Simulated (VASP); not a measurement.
TePt3: relaxation of cell and atoms with PBE

TePt3:

```
CELL_PARAMETERS angstrom
4.08582 0.00000 0.00000
0.00000 4.08582 0.00000
0.00000 0.00000 4.10769
ATOMIC_POSITIONS crystal
Te 0.00000 0.00000 0.00000
Pt 0.00000 0.50000 0.50000
Pt 0.50000 0.00000 0.50000
Pt 0.50000 0.50000 0.00000
```

```
Program                : VASP 6.6.1
Task                   : relaxation of cell and atoms
Functional             : PBE
Potentials or basis    : VASP PAW PBE potentials, release 64 (Te, Pt)
Cutoff                 : 600 eV
k mesh                 : 4 × 4 × 4
Occupations            : gaussian, width 0.1 eV
Spin                   : no spin polarisation
Dipole correction      : no
Further INCAR settings : ALGO = Normal; EDIFF = 1e-06; IBRION = 2; EDIFFG = -0.04; NSW = 90; ISIF = 3
```

```json
{
 "Relaxed volume": "17.63 Å³/atom",
 "Relaxed cell": "a = 4.124 Å, b = 4.124 Å, c = 4.147 Å, α = 90.00°, β = 90.00°, γ = 90.00°",
 "Space group after relaxing (to 0.05 Å)": "Pm-3m (No. 221)",
 "Energy gained by relaxing": "7.3 meV/atom",
 "Ionic steps": "3",
 "Pressure after relaxing": "-0.1 GPa",
 "Band gap on the k mesh": "zero (band 18 reaches 11.06 eV, above the bottom of band 19 at 10.38 eV)"
}
```

Stress tensor (GPa, compression positive):
```
-0.10  0.00  0.00
 0.00 -0.10  0.00
 0.00  0.00  0.03
```

Step by step:
| step | energy change (eV) | largest force (eV/Å) | pressure (GPa) | volume (Å³) |
| --- | --- | --- | --- | --- |
| 1 | 0.0000 | 0.0000 | 5.05 | 68.57 |
| 2 | 0.0584 | 0.0000 | -7.48 | 74.07 |
| 3 | -0.0293 | 0.0000 | -0.06 | 70.52 |

Final structure:
```
Te Pt
1.0
     4.12393    0.00000    0.00000
     0.00000    4.12393    0.00000
     0.00000    0.00000    4.14672
Te Pt
1 3
Direct
  0.00000 0.00000 0.00000
  0.00000 0.50000 0.50000
  0.50000 0.00000 0.50000
  0.50000 0.50000 0.00000
```

Levels at points of the mesh, in eV from the Fermi level:
```
           k point  band 15  band 16  band 17  band 18  band 19  band 20  band 21  band 22
(0.00, 0.00, 0.00)    -1.14    -1.10    -0.38     0.09     0.09     0.12     5.15     5.25
(0.50, 0.00, 0.00)    -2.06    -1.01    -0.93     0.09     1.20     1.24     4.43     4.49
(0.50, 0.50, 0.00)    -2.01    -1.84    -1.62     0.40     0.40     2.69     2.91     5.12
(0.00, 0.00, 0.50)    -2.07    -0.98    -0.90     0.12     1.17     1.17     4.48     4.48
(0.50, 0.00, 0.50)    -2.02    -1.86    -1.64     0.37     0.38     2.74     2.93     5.12
(0.50, 0.50, 0.50)    -1.93    -1.71    -0.38    -0.30    -0.29    -0.29     2.96     3.00
```

It took 64 s on 1 thread of Intel(R) Xeon(R) Platinum 8375C CPU @ 2.90GHz (Ice Lake), with other jobs on the host, peak memory 0.23 GiB.

Caveat: the k points lie up to 0.38 Å⁻¹ apart in the final cell; spin-orbit coupling is left out, which moves the levels of the heavy elements.
